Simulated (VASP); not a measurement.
Input of a VASP 6.6.1 run:

INCAR

```
  PREC = Accurate
  ENCUT = 520
  EDIFF = 1E-7
  ISMEAR = 0
  SIGMA = 0.1
  LREAL = False
  LASPH = True
  NELM = 100
  ALGO = Normal
  ISIF = 2
  LWAVE = False
  LCHARG = False
  GGA = PE
  NBANDS = 20
```

The input KPOINTS:

```
Automatic mesh
0
Gamma
  16 16 16
```

The input POSCAR:

```
Zn2B
1.0
    0.0000000000      2.6457139487      2.6457139487
    2.6457139487      0.0000000000      2.6457139487
    2.6457139487      2.6457139487      0.0000000000
Zn B
2 1
Direct
    0.2500000000      0.2500000000      0.2500000000
    0.7500000000      0.7500000000      0.7500000000
    0.0000000000      0.0000000000      0.0000000000
```

Potentials or basis: VASP PAW PBE potentials, release 64 (Zn, B).

Launch:

```sh
$ cat potpaw_PBE.64/Zn/POTCAR potpaw_PBE.64/B/POTCAR > POTCAR
$ mpirun -np 1 vasp_std > vasp.out
```

Question: Estimate the pressure.

Answer: 0.5 GPa.
